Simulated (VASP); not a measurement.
**Sb: relaxation of cell and atoms with PBEsol+D3(BJ)**

Crystal: Sb.

```
Sb
1.0
     2.15420    1.24373    3.75800
    -2.15420    1.24373    3.75800
     0.00000   -2.48746    3.75800
Sb
2
Direct
  0.76651 0.76651 0.76651
  0.23349 0.23349 0.23349
```

- Program: VASP 6.6.1
- Task: relaxation of cell and atoms
- Functional: PBEsol
- Dispersion: D3(BJ)
- Potentials or basis: VASP PAW PBE potentials, release 64 (Sb)
- Cutoff: 600 eV
- k mesh: 8 × 8 × 8
- Occupations: fermi-dirac, width 0.05 eV
- Spin: no spin polarisation
- Dipole correction: no
- Further INCAR settings: ALGO = Normal; EDIFF = 1e-07; IBRION = 2; EDIFFG = -0.01; NSW = 60; ISIF = 3

The relaxed volume is 28.34 Å³/atom. The relaxed cell is a = 4.351 Å, b = 4.351 Å, c = 4.351 Å, α = 58.83°, β = 58.83°, γ = 58.83°. The space group after relaxing (to 0.1 Å) is R-3m (No. 166) and the energy gained by relaxing is 20.2 meV/atom. The ionic steps are 10, the pressure after relaxing is 0.0 GPa and the band gap on the k mesh is zero (bands 5 and 6 overlap by 0.31 eV). The dispersion energy per atom is -0.482 eV.

Step by step:
```
step  energy change (eV)  largest force (eV/Å)  pressure (GPa)  volume (Å³)
   1              0.0000                0.1533           -2.20        60.41
   2             -0.0179                0.4260            1.30        56.86
   3             -0.0204                0.3555            0.31        57.74
   4             -0.0322                0.2151            0.29        57.22
   5             -0.0397                0.0081            0.46        56.25
   6             -0.0397                0.0164            0.45        56.30
   7             -0.0394                0.0477           -0.58        57.15
   8             -0.0403                0.0126           -0.02        56.68
   9             -0.0404                0.0062           -0.01        56.67
  10             -0.0404                0.0009            0.00        56.67
```

Final structure:
```
CELL_PARAMETERS angstrom
2.13664 1.23359 3.58350
-2.13664 1.23359 3.58350
0.00000 -2.46717 3.58350
ATOMIC_POSITIONS crystal
Sb 0.76153 0.76153 0.76153
Sb 0.23847 0.23847 0.23847
```

Levels at points of the mesh, in eV from the Fermi level:
| k point | band 3 | band 4 | band 5 | band 6 | band 7 | band 8 |
| --- | --- | --- | --- | --- | --- | --- |
| (0.00, 0.00, 0.00) | -2.00 | -1.90 | -1.90 | 2.62 | 3.01 | 3.01 |
| (0.50, 0.00, 0.00) | -1.66 | -1.47 | -0.40 | -0.10 | 0.05 | 0.25 |
| (0.50, 0.50, 0.00) | -5.95 | -3.98 | -3.95 | 1.50 | 5.39 | 5.65 |
| (0.50, 0.50, 0.50) | -1.25 | -1.25 | -0.35 | -0.25 | -0.25 | 0.84 |

Run time: 4.9 min on 1 thread of AMD EPYC 7R43 64-Core Processor (Zen 3), on a shared host, peak memory 0.2 GiB.

Caveat: the PAW data sets were made with another functional, which shifts forces and pressure a little; spin-orbit coupling is left out, which moves the levels of the heavy elements.
